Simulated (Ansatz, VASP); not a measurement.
**One calculation of HgTe, two programs**

```
Hg Te
1.0
     3.79034    0.00000    0.00000
     0.00000    3.79034    0.00000
     0.00000    0.00000    3.79034
Hg Te
1 1
Direct
  0.00000 0.00000 0.00000
  0.50000 0.50000 0.50000
```

Alike in both runs: task single point; functional HSE06; k mesh 4 × 4 × 4; occupations fermi-dirac, width 0.001 eV; no spin polarisation.

```csv
,VASP,Ansatz
version,VASP 6.6.1,Ansatz 0.2.0
potentials or method,"VASP PAW PBE potentials, release 64 (Hg, Te)",plane waves
plane-wave cutoff (eV),400,420
valence electrons in the cell,18,36
```

|  | VASP | Ansatz | Ansatz less VASP |
| --- | --- | --- | --- |
| pressure (GPa) | -1.3 | -1.1 | +0.15 |

VASP's potentials hold 18 valence electrons a cell and Ansatz's 36, so a difference there can come from the potentials and not from the codes. Ansatz's warnings: filled band counts differ across k points, stress exchange threshold loose, stress scf threshold loose.

The k mesh is coarse, so the values compare programs but aren't converged. Neither program's run includes spin-orbit coupling.
